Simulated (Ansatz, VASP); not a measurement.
# One calculation of KI, two programs

The input POSCAR:

```
KI
1.0
    2.4978889752     -4.3260206542      0.0000000000
    2.4978889752      4.3260206542      0.0000000000
    0.0000000000      0.0000000000      8.7593076497
K I
2 2
Direct
    0.5000000000      0.5000000000      0.5000000000
    0.5000000000      0.5000000000      0.0000000000
    0.8333973680      0.1666026320      0.2500000000
    0.1666026320      0.8333973680      0.7500000000
```

File INCAR.step1:

```
SYSTEM = KI
PREC = Accurate
ENCUT = 520
ISMEAR = 0
SIGMA = 0.01
LREAL = .False.
LASPH = .True.
NELM = 100
NBANDS = 24
GGA = PE
ALGO = Normal
EDIFF = 1E-4
LWAVE = .True.
LCHARG = .False.
```

Contents of INCAR.step2:

```
SYSTEM = KI
PREC = Accurate
ENCUT = 520
EDIFF = 1E-6
ISMEAR = 0
SIGMA = 0.01
LREAL = .False.
LASPH = .True.
NELM = 100
ALGO = Normal
ISIF = 2
LWAVE = .False.
LCHARG = .False.
METAGGA = R2SCAN
LMIXTAU = .True.
NBANDS = 24
ISTART = 1
```

KPOINTS

```
Automatic mesh
0
Gamma
  6 6 4
  0 0 0
```

Input for Ansatz:

```yaml
crystal:
  lattice:
    - [2.4978889752, -4.3260206542, 0.0]
    - [2.4978889752, 4.3260206542, 0.0]
    - [0.0, 0.0, 8.7593076497]
  atoms:
    - { symbol: K, position: [0.5, 0.5, 0.5] }
    - { symbol: K, position: [0.5, 0.5, 0.0] }
    - { symbol: I, position: [0.833397368, 0.166602632, 0.25] }
    - { symbol: I, position: [0.166602632, 0.833397368, 0.75] }
kpoints:
  mp_grid: { grid: [6, 6, 4] }
hamiltonian:
  xc: r2scan
scf:
  occupations: { method: fixed }
  n_extra_bands: 5
output:
  forces: true
  stress: true
  eigenvalues: true
```

Alike in both runs: task single point; functional r2SCAN; k mesh 6 × 6 × 4; no spin polarisation.

|  | VASP | Ansatz |
| --- | --- | --- |
| version | VASP 6.6.1 | Ansatz 0.2.0 |
| potentials or method | VASP PAW PBE potentials, release 64 (K_sv, I) | plane waves, PAW |
| plane-wave cutoff (eV) | 520 | 500 |
| occupations | gaussian, width 0.01 eV | fixed |
| valence electrons in the cell | 32 | 52 |

|  | VASP | Ansatz | Ansatz less VASP |
| --- | --- | --- | --- |
| gap on the k mesh at the Fermi level (eV) | 4.36 | 4.36 | +0.003 |
| pressure (GPa) | -0.6 | -0.6 | 0.00 |
| traceless stress, the component that is largest in VASP (GPa) | -0.06 | -0.06 | -0.001 |

VASP's potentials were made for PBE, not for r2SCAN. VASP's potentials hold 32 valence electrons a cell and Ansatz's 52, so a difference there can come from the potentials and not from the codes.

Spin-orbit coupling is off throughout.
